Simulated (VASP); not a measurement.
# Si2W (P6_222) in VASP: notebook

The runs below take Si2W through single point, with LDA.

Program: VASP 6.6.1. These are calculated values, not measurements. Logs are shortened: lines on timing, memory, paths and dates and some standing lists are left out, and cuts for length are marked.

## Step 1: The cell of the first run

Symmetry: P6_222, No. 180, hexagonal system. Conventional cell: a = 4.593 Å, b = 4.593 Å, c = 6.450 Å, α = 90.00°, β = 90.00°, γ = 120.00°. Si (site symmetry 2) has 5 W at 2.49 to 2.73 Å and 9 Si at 2.52 to 3.33 Å within 3.4 Å. Within 3.3 Å of W (site symmetry 222) lie 10 Si at 2.49 to 2.73 Å and 4 W at 3.15 Å.

## Step 2: Single point, LDA

Input file INCAR:

```
PREC     = Accurate       # precision mode
ENCUT    = 520            # plane-wave cutoff, eV
EDIFF    = 1E-6           # SCF threshold, eV
ISMEAR   = 0              # smearing method
SIGMA    = 0.03           # smearing width, eV
LREAL    = F              # projectors in reciprocal space
LASPH    = T              # aspherical terms in the spheres
NELM     = 100            # most SCF steps
ALGO     = Normal         # electronic algorithm
ISIF     = 2              # what is computed and relaxed
LWAVE    = F              # write WAVECAR
LCHARG   = T              # write CHGCAR
LELF     = T              # ELF
LVHAR    = T            
NBANDS   = 43             # bands
```

Input file KPOINTS:

```
Automatic mesh
0
Gamma
  9 9 6
```

Input file POSCAR:

```
Si2W
1.0
    4.5927688295      0.0000000000      0.0000000000
   -2.2963844148      3.9774544801      0.0000000000
    0.0000000000      0.0000000000      6.4496252673
Si W
6 3
Direct
    0.8149755729      0.6299511459      0.5000000000
    0.1850244271      0.8149755729      0.8333333333
    0.6299511459      0.8149755729      0.1666666667
    0.1850244271      0.3700488541      0.5000000000
    0.8149755729      0.1850244271      0.8333333333
    0.3700488541      0.1850244271      0.1666666667
    0.0000000000      0.5000000000      0.1666666667
    0.5000000000      0.5000000000      0.8333333333
    0.5000000000      0.0000000000      0.5000000000
```

Potentials or basis: VASP PAW LDA potentials, release 64 (Si, W_sv).

Command:

```console
cat potpaw_LDA.64/Si/POTCAR potpaw_LDA.64/W_sv/POTCAR > POTCAR
mpirun -np 1 vasp_std > vasp.out
```

OUTCAR:

```text
PREC = Accurate
   ENCUT = 520
   EDIFF = 1E-6
   ISMEAR = 0
   LREAL = F
   LASPH = T
   NELM = 100
   ISIF = 2

 ion  position               nearest neighbor table
   1  0.815  0.630  0.500-   8 2.49   7 2.49   9 2.51   4 2.52   4 2.52   3 2.61   2 2.61   9 2.73
                             9 2.73   4 2.94   6 2.97   5 2.97
   2  0.185  0.815  0.833-   9 2.49   7 2.49   8 2.51   5 2.52   5 2.52   1 2.61   6 2.61   8 2.73
                             8 2.73   5 2.94   4 2.97   3 2.97
   3  0.630  0.815  0.167-   9 2.49   8 2.49   7 2.51   6 2.52   6 2.52   1 2.61   5 2.61   7 2.73
                             7 2.73   6 2.94   4 2.97   2 2.97
   4  0.185  0.370  0.500-   8 2.49   7 2.49   9 2.51   1 2.52   1 2.52   6 2.61   5 2.61   9 2.73
                             9 2.73   1 2.94   3 2.97   2 2.97
   5  0.815  0.185  0.833-   9 2.49   7 2.49   8 2.51   2 2.52   2 2.52   4 2.61   3 2.61   8 2.73
                             8 2.73   2 2.94   1 2.97   6 2.97
   6  0.370  0.185  0.167-   9 2.49   8 2.49   7 2.51   3 2.52   3 2.52   4 2.61   2 2.61   7 2.73
                             7 2.73   3 2.94   1 2.97   5 2.97
   7  0.000  0.500  0.167-   1 2.49   4 2.49   2 2.49   5 2.49   3 2.51   6 2.51   6 2.73   3 2.73
                             3 2.73   6 2.73   9 3.15   9 3.15   8 3.15   8 3.15
   8  0.500  0.500  0.833-   1 2.49   4 2.49   3 2.49   6 2.49   5 2.51   2 2.51   2 2.73   5 2.73
                             2 2.73   5 2.73   9 3.15   9 3.15   7 3.15   7 3.15
   9  0.500  0.000  0.500-   2 2.49   5 2.49   3 2.49   6 2.49   1 2.51   4 2.51   4 2.73   1 2.73
                             4 2.73   1 2.73   7 3.15   7 3.15   8 3.15   8 3.15

  LATTYP: Found a hexagonal cell.
 ALAT       =     4.5927688295
 C/A-ratio  =     1.4043000000

  Lattice vectors:

 A1 = (   4.5927688295,   0.0000000000,   0.0000000000)
 A2 = (  -2.2963844148,   3.9774544801,   0.0000000000)
 A3 = (   0.0000000000,   0.0000000000,   6.4496252673)

Analysis of symmetry for initial positions (statically):
=====================================================================
 Subroutine PRICEL returns:
 Original cell was already a primitive cell.

 Routine SETGRP: Setting up the symmetry group for a
 hexagonal supercell.

 Subroutine GETGRP returns: Found 12 space group operations
 (whereof  4 operations were pure point group operations)
 out of a pool of 24 trial point group operations.

The static configuration has the point symmetry D_2 .
 The point group associated with its full space group is D_6 .

Analysis of symmetry for dynamics (positions and initial velocities):
=====================================================================
 Subroutine PRICEL returns:
 Original cell was already a primitive cell.

 Routine SETGRP: Setting up the symmetry group for a
 hexagonal supercell.

 Subroutine GETGRP returns: Found 12 space group operations
 (whereof  4 operations were pure point group operations)
 out of a pool of 24 trial point group operations.

The dynamic configuration has the point symmetry D_2 .
 The point group associated with its full space group is D_6 .

 Subroutine INISYM returns: Found 12 space group operations
 (whereof  4 operations are pure point group operations),
 and found     1 'primitive' translations

----------------------------------------------------------------------------------------

                                     Primitive cell

  volume of cell :     117.8187

  direct lattice vectors                    reciprocal lattice vectors
     4.592768829  0.000000000  0.000000000     0.217733580  0.125708541  0.000000000
    -2.296384415  3.977454480  0.000000000     0.000000000  0.251417082  0.000000000
     0.000000000  0.000000000  6.449625267     0.000000000  0.000000000  0.155047768

  length of vectors
     4.592768829  4.592768830  6.449625267     0.251417082  0.251417082  0.155047768

  position of ions in fractional coordinates (direct lattice)
     0.814975573  0.629951146  0.500000000
     0.185024427  0.814975573  0.833333333
     0.629951146  0.814975573  0.166666667
     0.185024427  0.370048854  0.500000000
     0.814975573  0.185024427  0.833333333
     0.370048854  0.185024427  0.166666667
     0.000000000  0.500000000  0.166666667
     0.500000000  0.500000000  0.833333333
     0.500000000  0.000000000  0.500000000

  ion indices of the primitive-cell ions
   primitive index   ion index
                 1           1
                 2           2
                 3           3
                 4           4
                 5           5
                 6           6
                 7           7
                 8           8
                 9           9

----------------------------------------------------------------------------------------

 KPOINTS: Automatic mesh

Automatic generation of k-mesh.
 Grid dimensions read from file:
 generate k-points for:    9    9    6

 Generating k-lattice:

[... 69 lines left out ...]
  Thomas-Fermi vector in A             =   2.477115
   LORBIT       =      0    0 simple, 1 ext, 2 COOP (PROOUT), +10 PAW based schemes
   GGA     = CA    functional components
   LHFCALC =     F    Hartree Fock is set to
   AEXX    =    0.0000 exact exchange contribution
   IVDW    =     0    specifies the selected vdW correction
   LEPSILON=     F    determine dielectric tensor
   LRPA    =     F    only Hartree local field effects (RPA)
 non-spin polarized calculation
 Gauss-broadening in eV      SIGMA  =   0.03
  energy-cutoff  :      520.00
  volume of cell :      117.82
 maximum number of plane-waves:      3204
 NGX is ok and might be reduce to    36
   NGX = 17   NGY = 17   NGZ = 23

 number of electron      66.0000000 magnetization

 Free energy of the ion-electron system (eV)
  ---------------------------------------------------
  ext. energy  EPLUGINS =         0.00000000
  ---------------------------------------------------
  free energy    TOTEN  =       -80.06964420 eV

  energy without entropy =      -80.06964420  energy(sigma->0) =      -80.06964420

 E-fermi :  12.9011     XC(G=0): -12.7600

 val. band max:       12.6902641245   @ k =   0.4444   0.0000   0.5000
 cond. band min:      13.0653166947   @ k =   0.4444   0.0000   0.0000
 fundamental gap:      0.3750525701
 Fermi energy:        12.9011300394

 k-point     1 :       0.0000    0.0000    0.0000
  band No.  band energies     occupation
      1     -60.9174      2.00000
      2     -60.9011      2.00000
      3     -60.9011      2.00000
      4     -25.7073      2.00000
      5     -25.6703      2.00000
      6     -25.6703      2.00000
[... 35 lines left out ...]
     42      16.1038      0.00000
     43      16.7343      0.00000

 k-point     2 :       0.1111    0.0000    0.0000
  band No.  band energies     occupation
      1     -60.9170      2.00000
      2     -60.9015      2.00000
      3     -60.9011      2.00000
      4     -25.7134      2.00000
      5     -25.6730      2.00000
      6     -25.6667      2.00000
[... 35 lines left out ...]
     42      16.3235      0.00000
     43      16.6913      0.00000

 k-point     3 :       0.2222    0.0000    0.0000
  band No.  band energies     occupation
      1     -60.9157      2.00000
      2     -60.9027      2.00000
      3     -60.9010      2.00000
      4     -25.7246      2.00000
      5     -25.6796      2.00000
      6     -25.6620      2.00000
[... 35 lines left out ...]
     42      16.4820      0.00000
     43      16.8789      0.00000

 k-point     4 :       0.3333    0.0000    0.0000
  band No.  band energies     occupation
      1     -60.9139      2.00000
      2     -60.9045      2.00000
      3     -60.9010      2.00000
      4     -25.7340      2.00000
      5     -25.6864      2.00000
      6     -25.6603      2.00000
[... 863 lines left out ...]
     42      16.1004      0.00000
     43      16.4165      0.00000

 k-point    23 :       0.3333    0.2222    0.1667
  band No.  band energies     occupation
      1     -60.9112      2.00000
      2     -60.9069      2.00000
      3     -60.9012      2.00000
      4     -25.7325      2.00000
      5     -25.7110      2.00000
      6     -25.6412      2.00000
[... 35 lines left out ...]
     42      15.9327      0.00000
     43      16.2460      0.00000

 k-point    24 :       0.3333    0.3333    0.1667
  band No.  band energies     occupation
      1     -60.9106      2.00000
      2     -60.9074      2.00000
      3     -60.9014      2.00000
      4     -25.7330      2.00000
      5     -25.7119      2.00000
      6     -25.6435      2.00000
[... 35 lines left out ...]
     42      16.0371      0.00000
     43      16.2454      0.00000

 [... further k-points ...]
[... 5 lines left out ...]
  --------------------------------------------------------------------------------------
  -------------------------------------------------------------------------------------
  Total        2.9135384      2.9135384      8.6246744     -0.0000000      0.0000000     -0.0000000
  in kB       39.6202344     39.6202344    117.2840641     -0.0000000      0.0000000     -0.0000000
  external PRESSURE =      65.5081777 kB  Pullay stress =       0.0000000 kB

 VOLUME and BASIS-vectors are now :
 -----------------------------------------------------------------------------
  energy-cutoff  :      520.00
  volume of cell :      117.82
      direct lattice vectors                 reciprocal lattice vectors
     4.592768829  0.000000000  0.000000000     0.217733580  0.125708541  0.000000000
    -2.296384415  3.977454480  0.000000000     0.000000000  0.251417082  0.000000000
     0.000000000  0.000000000  6.449625267     0.000000000  0.000000000  0.155047768

 POSITION                                       TOTAL-FORCE (eV/Angst)
 -----------------------------------------------------------------------------------
      2.29638      2.50560      3.22481        -0.000000      2.525260     -0.000000
     -1.02172      3.24153      5.37469        -2.186939      1.262630     -0.000000
      1.02172      3.24153      1.07494         2.186939      1.262630      0.000000
      0.00000      1.47185      3.22481         0.000000     -2.525260     -0.000000
      3.31811      0.73593      5.37469         2.186939     -1.262630      0.000000
      1.27466      0.73593      1.07494        -2.186939     -1.262630      0.000000
     -1.14819      1.98873      1.07494         0.000000      0.000000      0.000000
      1.14819      1.98873      5.37469         0.000000     -0.000000     -0.000000
      2.29638      0.00000      3.22481        -0.000000      0.000000     -0.000000
 -----------------------------------------------------------------------------------
    total drift:                               -0.000000      0.000000      0.000000

  FREE ENERGIE OF THE ION-ELECTRON SYSTEM (eV)
  ---------------------------------------------------
  free  energy   TOTEN  =       -80.0696442024 eV

  energy  without entropy=      -80.0696442024  energy(sigma->0) =      -80.06964420
```

Wall time 6.6 min (1 thread of Intel Xeon 8259CL, shared host); peak memory 0.31 GiB.

Results:

* Free energy: -80.0696 eV
* Pressure: 6.6 GPa
* Largest force: 2.525 eV/Å
* Band gap on the k mesh: 0.38 eV (least direct gap 0.59 eV)

Forces in eV/Å, atoms in the order of the input:
```
Si   0.000  2.525  0.000
Si  -2.187  1.263  0.000
Si   2.187  1.263  0.000
Si   0.000 -2.525  0.000
Si   2.187 -1.263  0.000
Si  -2.187 -1.263  0.000
W    0.000  0.000  0.000
W    0.000  0.000  0.000
W    0.000  0.000  0.000
```

Caveat: the stress differs along the axes, from 4 to 12 GPa; spin-orbit coupling is left out, which moves the levels of the heavy elements; forces of over 1 eV/Å act on the atoms, so gaps and moduli don't describe the material at rest. A k mesh can miss the band edges.

## Step 3: Single point, LDA

Input file INCAR:

```
PREC     = Accurate       # precision mode
ENCUT    = 520            # plane-wave cutoff, eV
EDIFF    = 1E-7           # SCF threshold, eV
ISMEAR   = 0              # smearing method
SIGMA    = 0.03           # smearing width, eV
LREAL    = False          # projectors in reciprocal space
LASPH    = True           # aspherical terms in the spheres
NELM     = 80             # most SCF steps
ALGO     = Normal         # electronic algorithm
ISIF     = 2              # what is computed and relaxed
LWAVE    = False          # write WAVECAR
LCHARG   = False          # write CHGCAR
GGA      = CA             # functional
NBANDS   = 43             # bands
```

Input file KPOINTS:

```
regular mesh
0
Gamma
  9 9 6
```

Input file POSCAR:

```
Si2W
1.0
    4.6354110315      0.0000000000      0.0000000000
   -2.3177055157      4.0143837103      0.0000000000
    0.0000000000      0.0000000000      6.3315079279
Si W
6 3
Direct
    0.8255546399      0.6511092798      0.5000000000
    0.1744453601      0.8255546399      0.8333333333
    0.6511092798      0.8255546399      0.1666666667
    0.1744453601      0.3488907202      0.5000000000
    0.8255546399      0.1744453601      0.8333333333
    0.3488907202      0.1744453601      0.1666666667
    0.0000000000      0.5000000000      0.1666666667
    0.5000000000      0.5000000000      0.8333333333
    0.5000000000      0.0000000000      0.5000000000
```

Potentials or basis: VASP PAW LDA potentials, release 64 (Si, W_sv).

Command:

```console
cat potpaw_LDA.64/Si/POTCAR potpaw_LDA.64/W_sv/POTCAR > POTCAR
mpirun -np 1 vasp_std > vasp.out
```

It took 6.1 min on 1 thread of Intel Xeon 8259CL, shared host; peak memory 0.31 GiB.

It converged, with:

* Free energy: -80.8759 eV
* Pressure: 4.2 GPa
* Largest force: 1.361 eV/Å
* Band gap on the k mesh: 0.14 eV (least direct gap 0.46 eV)

Forces in eV/Å, atoms in the order of the input:
```
Si   0.000  1.361  0.000
Si  -1.179  0.681  0.000
Si   1.179  0.681  0.000
Si   0.000 -1.361  0.000
Si   1.179 -0.681  0.000
Si  -1.179 -0.681  0.000
W    0.000  0.000  0.000
W    0.000  0.000  0.000
W    0.000  0.000  0.000
```

Stress tensor (GPa, compression positive):
```
-1.77  0.00  0.00
 0.00 -1.77  0.00
 0.00  0.00 16.04
```

Levels at points of the mesh, in eV from the valence-band top:
```csv
k point,band 29,band 30,band 31,band 32,band 33,band 34,band 35,band 36,band 37,band 38
"(0.00, 0.00, 0.00)",-3.39,-3.39,-3.24,-3.11,-1.10,2.04,2.04,2.23,2.37,2.81
"(0.00, 0.00, 0.50)",-3.28,-3.19,-2.34,-0.50,-0.50,1.79,2.25,2.25,2.25,2.44
```

Caveat: the stress differs along the axes, from -2 to 16 GPa; spin-orbit coupling is left out, which moves the levels of the heavy elements; forces of over 1 eV/Å act on the atoms, so gaps and moduli don't describe the material at rest. A k mesh can miss the band edges.

## Step 4: Single point, LDA

Input file INCAR:

```
SYSTEM = Si2W
ALGO = Normal
EDIFF = 1E-7
ENCUT = 520
GGA = CA
ISIF = 2
ISMEAR = 0
LASPH = .TRUE.
LCHARG = .FALSE.
LREAL = .FALSE.
LWAVE = .FALSE.
NBANDS = 43
NELM = 100
PREC = Accurate
SIGMA = 0.03
```

Input file KPOINTS:

```
k-points
0
G
  9 9 6
  0 0 0
```

Input file POSCAR:

```
Si2W
1.0
    4.6354110315      0.0000000000      0.0000000000
   -2.3177055157      4.0143837103      0.0000000000
    0.0000000000      0.0000000000      6.3315079279
Si W
6 3
Direct
    0.8149755729      0.6299511459      0.5000000000
    0.1850244271      0.8149755729      0.8333333333
    0.6299511459      0.8149755729      0.1666666667
    0.1850244271      0.3700488541      0.5000000000
    0.8149755729      0.1850244271      0.8333333333
    0.3700488541      0.1850244271      0.1666666667
    0.0000000000      0.5000000000      0.1666666667
    0.5000000000      0.5000000000      0.8333333333
    0.5000000000      0.0000000000      0.5000000000
```

Command:

```console
cat potpaw_LDA.64/Si/POTCAR potpaw_LDA.64/W_sv/POTCAR > POTCAR
mpirun -np 1 vasp_std > vasp.out
```

Run time: 6.2 min. Hardware: 1 thread of Intel Xeon 8259CL, shared host; peak memory 0.31 GiB.

Results (log left out):

```yaml
Free_energy: -79.9016 eV
Pressure: 7.8 GPa
Largest_force: 2.441 eV/Å
Band_gap_on_the_k_mesh: 0.27 eV (least direct gap 0.41 eV)
```

Forces in eV/Å, atoms in the order of the input:
```
Si   0.000  2.441  0.000
Si  -2.114  1.221  0.000
Si   2.114  1.221  0.000
Si   0.000 -2.441  0.000
Si   2.114 -1.221  0.000
Si  -2.114 -1.221  0.000
W    0.000  0.000  0.000
W    0.000  0.000  0.000
W    0.000  0.000  0.000
```

Stress tensor (GPa, compression positive):
```
 2.14  0.00  0.00
 0.00  2.14  0.00
 0.00  0.00 19.09
```

Levels at points of the mesh, in eV from the valence-band top:
```
           k point  band 30  band 31  band 32  band 33  band 34  band 35  band 36  band 37
(0.00, 0.00, 0.00)    -3.03    -3.03    -2.75    -1.27     1.99     1.99     2.11     2.54
(0.00, 0.00, 0.50)    -2.54    -1.81    -0.57    -0.57     1.45     2.04     2.07     2.07
```

Caveat: the stress differs along the axes, from 2 to 19 GPa; spin-orbit coupling is left out, which moves the levels of the heavy elements; forces of over 1 eV/Å act on the atoms, so gaps and moduli don't describe the material at rest. A k mesh can miss the band edges.

## Step 5: The runs side by side

```tsv
cell	gap on the mesh (eV)	pressure (GPa)	largest force (eV/Å)
a = 4.593, b = 4.593, c = 6.450 Å, angles 90.0, 90.0, 120.0°, 9 atoms, atomic positions A	0.38	6.6	2.53
a = 4.635, b = 4.635, c = 6.332 Å, angles 90.0, 90.0, 120.0°, 9 atoms, atomic positions B	0.14	4.2	1.36
a = 4.635, b = 4.635, c = 6.332 Å, angles 90.0, 90.0, 120.0°, 9 atoms, atomic positions A	0.27	7.8	2.44
```

Alike in all rows: task single point; level LDA; potentials or basis VASP PAW LDA potentials, release 64 (Si, W_sv); no spin polarisation; k mesh 9 × 9 × 6; cutoff (eV) 520; smearing gaussian 0.03 eV.

Caveats: spin-orbit coupling is left out, which moves the levels of the heavy elements; forces of over 1 eV/Å act on the atoms, so gaps and moduli don't describe the material at rest; the stress differs along the axes, from 4 to 12 GPa (at least some runs); the stress differs along the axes, from -2 to 16 GPa (at least some runs); the stress differs along the axes, from 2 to 19 GPa (at least some runs).

Absolute energies hang on the potentials; compare differences alone.
